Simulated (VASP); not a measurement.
Runs of VASP 6.6.1 on LuH2. The structure is that of space group Fm-3m (No. 225), or close to it. The cells are those of the table. 

| cell | gap on the mesh (eV) | pressure (GPa) |
| --- | --- | --- |
| a = 3.486 Å, angles 60.0°, 3 atoms | none | 2.1 |
| a = 3.535 Å, angles 60.0°, 3 atoms | none | -2.0 |
| a = 3.582 Å, angles 60.0°, 3 atoms | none | -5.4 |
| a = 3.559 Å, angles 60.0°, 3 atoms | none | -3.8 |
| a = 3.606 Å, angles 60.0°, 3 atoms | none | (a) |
| a = 3.511 Å, angles 60.0°, 3 atoms | none | 0.0 |
| a = 3.629 Å, angles 60.0°, 3 atoms | none | (b) |

Alike in all rows: task single point; level PBEsol; potentials or basis VASP PAW PBE potentials, release 64 (Lu, H); no spin polarisation; k mesh 9 × 9 × 9; cutoff (eV) 520; smearing fermi-dirac 0.05 eV.

Question: Estimate the missing entries.

Answer: (a) -6.9; (b) -8.2.

Caveats: the PAW data sets were made with another functional, which shifts forces and pressure a little; spin-orbit coupling is left out, which moves the levels of the heavy elements.

A k mesh can miss the band edges, and the runs leave out spin-orbit coupling on Lu.

A gap of «none» marks levels without a gap at the run's occupations.
